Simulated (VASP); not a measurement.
Input of a VASP 6.6.1 run:

The input INCAR:

```
SYSTEM = GaN
  PREC = Accurate
  ENCUT = 1330
  EDIFF = 1E-6
  ISMEAR = 0
  SIGMA = 0.05
  LREAL = .FALSE.
  LASPH = .TRUE.
  NELM = 120
  ALGO = Normal
  ISIF = 2
  LWAVE = .FALSE.
  LCHARG = .TRUE.
  GGA = CA
  LELF = .TRUE.
  LVHAR = .TRUE.
  NBANDS = 26
  GGA_COMPAT = .FALSE.
```

Contents of KPOINTS:

```
Automatic mesh
0
G
  8 8 5
  0 0 0
```

Contents of POSCAR:

```
GaN
1.0
    3.1889999985      0.0000000000      0.0000000000
   -1.5944999992      2.7617550113      0.0000000000
    0.0000000000      0.0000000000      5.1538900000
Ga N
2 2
Direct
    0.3333333333      0.6666666667     -0.0004296844
    0.6666666667      0.3333333333      0.4995703156
    0.3333333333      0.6666666667      0.3774296844
    0.6666666667      0.3333333333      0.8774296844
```

Potentials or basis: VASP PAW LDA potentials, release 64 (Ga_d, N_h).

Launch:

```bash
$ cat potpaw_LDA.64/Ga_d/POTCAR potpaw_LDA.64/N_h/POTCAR > POTCAR
$ mpirun -np 1 vasp_std > vasp.out
```

(1) Estimate the band gap on the k mesh.

(2) Estimate the pressure.

Results:

(1) 2.00 eV.

(2) -3.9 GPa.

Caveat: the cell stands under tension.
